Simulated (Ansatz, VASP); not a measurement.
# Two plane-wave programs on Ga2Sb2CO

```
CELL_PARAMETERS angstrom
4.33438 0.00000 0.00000
-2.16719 3.75368 0.00000
0.00000 0.00000 23.61974
ATOMIC_POSITIONS crystal
Sb 0.00000 0.00000 0.16935
Sb 0.33333 0.66667 0.32597
Ga 0.33333 0.66667 0.20681
Ga 0.66667 0.33333 0.35859
O 0.00000 0.00000 0.48983
C 0.00000 0.00000 0.53852
```

Alike in both runs: task single point; functional PBE; dispersion D3(BJ); k mesh 6 × 6 × 1; occupations gaussian, width 0.1 eV; no spin polarisation.

|  | VASP | Ansatz |
| --- | --- | --- |
| version | VASP 6.6.1 | Ansatz 0.2.0 |
| potentials or method | VASP PAW PBE potentials, release 64 (Sb, Ga_d, O, C), cutoff 520 eV | scalar-relativistic, plane waves, PAW |
| valence electrons in the cell | 46 | 66 |

```tsv
	VASP	Ansatz	Ansatz less VASP
gap on the k mesh at the Fermi level (eV)	0.03	0.03	-0.004
least direct gap on the mesh (eV)	0.15	0.16	+0.005
rms of the force components (eV/Å)	0.225	0.494	+0.2689
```

One of these differences is far larger than is usual between the two programs; its cause wasn't traced. VASP's potentials hold 46 valence electrons a cell and Ansatz's 66, so a difference there can come from the potentials and not from the codes.

Spin-orbit coupling is off throughout. Noted on VASP's run: the standard files for N, O and F lose accuracy on very short bonds.
